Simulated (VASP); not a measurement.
Here is a VASP 6.6.1 calculation.

The input INCAR:

```
  PREC = Accurate
  ENCUT = 520
  EDIFF = 1E-6
  ISMEAR = 0
  SIGMA = 0.1
  LREAL = False
  LASPH = True
  NELM = 100
  ALGO = Normal
  ISIF = 2
  LWAVE = False
  LCHARG = False
  GGA = PE
  NBANDS = 18
```

Contents of KPOINTS:

```
regular mesh
0
Gamma
  6 6 4
```

Contents of POSCAR:

```
Li2Sb3
1.0
    4.6646849968      0.0000000000      0.0000000000
   -2.3323424984      4.0397357079      0.0000000000
    0.0000000000      0.0000000000      6.1936634900
Li Sb
2 3
Direct
    0.3333333333      0.6666666667      0.1393176588
    0.6666666667      0.3333333333      0.8606823412
    0.0000000000      0.0000000000      0.0000000000
    0.3333333333      0.6666666667      0.6341258241
    0.6666666667      0.3333333333      0.3658741759
```

Potentials or basis: VASP PAW PBE potentials, release 64 (Li_sv, Sb).

Run with:

```sh
$ cat potpaw_PBE.64/Li_sv/POTCAR potpaw_PBE.64/Sb/POTCAR > POTCAR
$ mpirun -np 1 vasp_std > vasp.out
```

Predict the largest force.

0.020 eV/Å.

Forces on the atoms (eV/Å):
```
Li   0.000  0.000 -0.003
Li   0.000  0.000  0.003
Sb   0.000  0.000  0.000
Sb   0.000  0.000  0.020
Sb   0.000  0.000 -0.020
```
